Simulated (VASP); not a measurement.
Set up this calculation in VASP 6.6.1, as the native input.

| Quantity | Value |
| --- | --- |
| Task | single point |
| Functional | revPBE |
| Potentials or basis | VASP PAW PBE potentials, release 64 (Ga_d) |
| Cutoff | 520 eV |
| k mesh | 9 × 8 × 1 |
| Occupations | fermi-dirac, width 0.05 eV |
| Spin | no spin polarisation |
| Dipole correction | yes |
| Further INCAR settings | ALGO = Normal; EDIFF = 1e-07; NBANDS = 48 |

The structure of Ga lies in POSCAR:

```
Ga
1.0
    2.9000000000      0.0000000000      0.0000000000
    0.0000000000      3.1700000000      0.0000000000
    0.0000000000      0.0000000000     25.0324200000
Ga
6
Direct
    0.5000000000      0.2500000000      0.2996114639
    0.0000000000      0.7500000000      0.3756097093
    0.0000000000      0.2500000000      0.4620008773
    0.5000000000      0.7500000000      0.5416229451
    0.5000000000      0.2500000000      0.6327734737
    0.0000000000      0.7500000000      0.7127483858
```

The input as run:

INCAR

```
PREC = Accurate
ENCUT = 520
EDIFF = 1E-7
ISMEAR = -1
SIGMA = 0.05
LREAL = False
LASPH = True
NELM = 80
ALGO = Normal
ISIF = 2
LWAVE = False
LCHARG = False
LDIPOL = True
IDIPOL = 3
DIPOL = 0.5 0.5 0.504
GGA = RE
NBANDS = 48
```

KPOINTS

```
Automatic mesh
0
Gamma
  9 8 1
```

Potentials or basis: VASP PAW PBE potentials, release 64 (Ga_d).

Command:

```bash
$ cat potpaw_PBE.64/Ga_d/POTCAR > POTCAR
$ mpirun -np 1 vasp_std > vasp.out
```

Results of the run:

| Property | Result |
| --- | --- |
| Largest force | 0.384 eV/Å |
| Band gap on the k mesh | zero (band 39 reaches 3.87 eV, above the bottom of band 40 at -1.02 eV) |

Caveat: the PAW data sets were made with another functional, which shifts forces and pressure a little.

It took 6.7 min on 1 thread of Intel(R) Xeon(R) Platinum 8259CL CPU @ 2.50GHz (Skylake/Cascade Lake) (shared host), peak memory 0.42 GiB.
